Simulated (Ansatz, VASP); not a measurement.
**Au in VASP and in Ansatz**

```xyz
6
Lattice="5.6274 0.0000 0.0000 -2.8137 4.8735 0.0000 0.0000 0.0000 4.6196" Properties=species:S:1:pos:R:3 pbc="T T T"
Au    4.1929    0.8282    1.1549
Au    2.8137    3.2171    1.1549
Au    1.4345    0.8282    1.1549
Au   -1.3792    4.0453    3.4647
Au    0.0000    1.6564    3.4647
Au    1.3792    4.0453    3.4647
```

Alike in both runs: functional PBE; k mesh 12 × 12 × 8; occupations gaussian, width 0.1 eV; no spin polarisation.

Ansatz relaxed the structure, and its values are those at the end. VASP's run is a single point on that final structure, the one shown.

|  | VASP | Ansatz |
| --- | --- | --- |
| version | VASP 6.6.1 | Ansatz 0.2.0 |
| potentials or method | VASP PAW PBE potentials, release 64 (Au), cutoff 500 eV | scalar-relativistic, plane waves, PAW |
| valence electrons in the cell | 66 | 114 |

```tsv
	VASP	Ansatz	Ansatz less VASP
gap on the k mesh at the Fermi level (eV)	none	none	-
pressure (GPa)	-0.2	0.0	+0.16
```

A gap of «none» marks a metal or a gap that the smearing closes. VASP's potentials hold 66 valence electrons a cell and Ansatz's 114, so a difference there can come from the potentials and not from the codes.

Neither program's run includes spin-orbit coupling.
